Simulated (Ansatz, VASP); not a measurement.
## Sr in VASP and in Ansatz

Contents of INCAR:

```
  PREC = Accurate
  ENCUT = 520
  EDIFF = 1E-6
  ISMEAR = 0
  SIGMA = 0.15
  LREAL = False
  LASPH = True
  NELM = 80
  ALGO = Fast
  ISIF = 2
  LWAVE = False
  LCHARG = False
  GGA = PE
  NBANDS = 17
```

KPOINTS

```
Automatic mesh
0
Gamma
  15 15 8
```

File POSCAR:

```
Sr
1.0
    4.3100002207      0.0000000000      0.0000000000
   -2.1550001104      3.7325696814      0.0000000000
    0.0000000000      0.0000000000      6.9090000000
Sr
2
Direct
    0.3333333333      0.6666666667      0.2500000000
    0.6666666667      0.3333333333      0.7500000000
```

Input for Ansatz:

```yaml
crystal:
  lattice:
    - [4.3100002207, 0.0, 0.0]
    - [-2.1550001104, 3.7325696814, 0.0]
    - [0.0, 0.0, 6.909]
  atoms:
    - { symbol: Sr, position: [0.3333333333, 0.6666666667, 0.25] }
    - { symbol: Sr, position: [0.6666666667, 0.3333333333, 0.75] }
basis:
  ecutwfc: 420
kpoints:
  mp_grid: { grid: [15, 15, 8] }
hamiltonian:
  xc: pbe
scf:
  occupations: { method: gaussian, width: 0.15 }
output:
  forces: true
  stress: true
  eigenvalues: true
```

Change from the starting cell: strain -0.0200 x Voigt [0, 0, 1, 0, 0, 0], atoms carried along.

Alike in both runs: task single point; functional PBE; k mesh 15 × 15 × 8; occupations gaussian, width 0.15 eV; no spin polarisation.

|  | VASP | Ansatz |
| --- | --- | --- |
| version | VASP 6.6.1 | Ansatz 0.2.0 |
| potentials or method | VASP PAW PBE potentials, release 64 (Sr_sv), cutoff 520 eV | scalar-relativistic, plane waves, PAW |
| valence electrons in the cell | 20 | 20 |

|  | VASP | Ansatz | Ansatz less VASP |
| --- | --- | --- | --- |
| gap on the k mesh at the Fermi level (eV) | none | none | - |
| pressure (GPa) | -0.1 | -0.1 | 0.00 |
| traceless stress, the component that is largest in VASP (GPa) | 0.32 | 0.32 | 0.000 |

A gap of «none» marks a metal or a gap that the smearing closes.
